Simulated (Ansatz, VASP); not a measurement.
## WSe2 in VASP and in Ansatz

Contents of INCAR:

```
SYSTEM = WSe2
PREC = Accurate ; ENCUT = 600
EDIFF = 1E-7 ; ISMEAR = 0
SIGMA = 0.1 ; LREAL = .False.
LASPH = .True. ; NELM = 60
ALGO = Normal ; ISIF = 3
LWAVE = .False. ; LCHARG = .False.
GGA = PE ; IVDW = 12
IBRION = 2 ; NSW = 100
EDIFFG = -0.05
```

The input KPOINTS:

```
Automatic mesh
0
Gamma
  9 9 2
  0 0 0
```

The input POSCAR:

```
WSe2
1.0
    3.2931862500      0.0000000000      0.0000000000
   -1.6465931200      2.8519829500      0.0000000000
    0.0000000000      0.0000000000     12.9449144900
W Se
2 4
Direct
    0.3333333300      0.6666666700      0.2500000000
    0.6666666700      0.3333333300      0.7500000000
    0.3333333300      0.6666666700      0.6250000000
    0.6666666700      0.3333333300      0.1250000000
    0.3333333300      0.6666666700      0.8750000000
    0.6666666700      0.3333333300      0.3750000000
```

Input for Ansatz:

```yaml
crystal:
  lattice:
    - [3.29318625, 0.0, 0.0]
    - [-1.64659312, 2.85198295, 0.0]
    - [0.0, 0.0, 12.94491449]
  atoms:
    - { symbol: W, position: [0.33333333, 0.66666667, 0.25] }
    - { symbol: W, position: [0.66666667, 0.33333333, 0.75] }
    - { symbol: Se, position: [0.33333333, 0.66666667, 0.625] }
    - { symbol: Se, position: [0.66666667, 0.33333333, 0.125] }
    - { symbol: Se, position: [0.33333333, 0.66666667, 0.875] }
    - { symbol: Se, position: [0.66666667, 0.33333333, 0.375] }
basis:
  ecutwfc: 420
kpoints:
  mp_grid: { grid: [9, 9, 2] }
hamiltonian:
  xc: pbe
  dispersion: d3bj
scf:
  occupations: { method: gaussian, width: 0.1 }
output:
  forces: true
  stress: true
  eigenvalues: true
relax:
  adjacent_minimum: "off"
  f_tol: 0.05
  max_steps: 80
  cell: { stress_tol: 0.5 }
```

Alike in both runs: task relaxation of cell and atoms; functional PBE; dispersion D3(BJ); k mesh 9 × 9 × 2; occupations gaussian, width 0.1 eV; no spin polarisation.

|  | VASP | Ansatz |
| --- | --- | --- |
| version | VASP 6.6.1 | Ansatz 0.2.0 |
| potentials or method | VASP PAW PBE potentials, release 64 (W_sv, Se), cutoff 600 eV | scalar-relativistic, plane waves, PAW |
| valence electrons in the cell | 52 | 92 |

Ansatz gave:

* gap on the k mesh at the Fermi level, each at its own relaxed structure (eV): 1.00
* relaxed volume (Å³/atom): 19.86
* relaxed cell length with the largest relative difference (Å): 3.280

Task: Estimate VASP's values.

Result: gap on the k mesh at the Fermi level, each at its own relaxed structure (eV): 0.99; relaxed volume (Å³/atom): 19.90; relaxed cell length with the largest relative difference (Å): 3.282.

VASP's potentials hold 52 valence electrons a cell and Ansatz's 92, so a difference there can come from the potentials and not from the codes.

Spin-orbit coupling is off throughout.
